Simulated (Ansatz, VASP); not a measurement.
**Cu: VASP beside Ansatz**

The input POSCAR:

```
Cu
1.0
    1.3916379497     -2.4998792103      0.0000000000
    1.3916379497      2.4998792103      0.0000000000
    0.0000000000      0.0000000000      4.7600633353
Cu
2
Direct
    0.6641465054      0.3358534946      0.2500000000
    0.3358534946      0.6641465054      0.7500000000
```

Contents of INCAR.step1:

```
  PREC = Accurate
  ENCUT = 600
  ISMEAR = 0
  SIGMA = 0.1
  LREAL = False
  LASPH = True
  NELM = 60
  GGA = PE
  ALGO = Normal
  EDIFF = 1E-4
  LWAVE = True
  LCHARG = False
```

Contents of INCAR.step2:

```
  PREC = Accurate
  ENCUT = 600
  EDIFF = 1E-7
  ISMEAR = 0
  SIGMA = 0.1
  LREAL = False
  LASPH = True
  NELM = 60
  ALGO = Normal
  ISIF = 3
  LWAVE = False
  LCHARG = False
  METAGGA = R2SCAN
  LMIXTAU = True
  IBRION = 2
  NSW = 80
  EDIFFG = -0.05
  ISTART = 1
```

File KPOINTS:

```
regular mesh
0
Gamma
  8 8 4
```

Input for Ansatz:

```yaml
crystal:
  lattice:
    - [1.3916379497, -2.4998792103, 0.0]
    - [1.3916379497, 2.4998792103, 0.0]
    - [0.0, 0.0, 4.7600633353]
  atoms:
    - { symbol: Cu, position: [0.6641465054, 0.3358534946, 0.25] }
    - { symbol: Cu, position: [0.3358534946, 0.6641465054, 0.75] }
basis:
  ecutwfc: 500
kpoints:
  mp_grid: { grid: [8, 8, 4] }
hamiltonian:
  xc: r2scan
scf:
  occupations: { method: gaussian, width: 0.1 }
output:
  forces: true
  stress: true
  eigenvalues: true
relax:
  adjacent_minimum: "off"
  f_tol: 0.05
  max_steps: 60
  cell: { stress_tol: 0.5 }
```

Alike in both runs: task relaxation of cell and atoms; functional r2SCAN; k mesh 8 × 8 × 4; occupations gaussian, width 0.1 eV; no spin polarisation.

|  | VASP | Ansatz |
| --- | --- | --- |
| version | VASP 6.6.1 | Ansatz 0.2.0 |
| potentials or method | VASP PAW PBE potentials, release 64 (Cu), cutoff 600 eV | scalar-relativistic, plane waves, PAW |
| valence electrons in the cell | 22 | 38 |

VASP gave:

| Item | Value |
| --- | --- |
| gap on the k mesh at the Fermi level, each at its own relaxed structure (eV) | none |
| relaxed volume (Å³/atom) | 11.55 |
| relaxed cell length with the largest relative difference (Å) | 4.090 |

Problem. What did Ansatz give for the same quantities?

Solution. gap on the k mesh at the Fermi level, each at its own relaxed structure (eV): none; relaxed volume (Å³/atom): 11.47; relaxed cell length with the largest relative difference (Å): 4.071.

VASP's potentials were made for PBE, not for r2SCAN. A gap of «none» marks a metal or a gap that the smearing closes. VASP's potentials hold 22 valence electrons a cell and Ansatz's 38, so a difference there can come from the potentials and not from the codes.

Noted on VASP's run: the volume moved by over 15 % at a fixed basis, so the end points are rough.
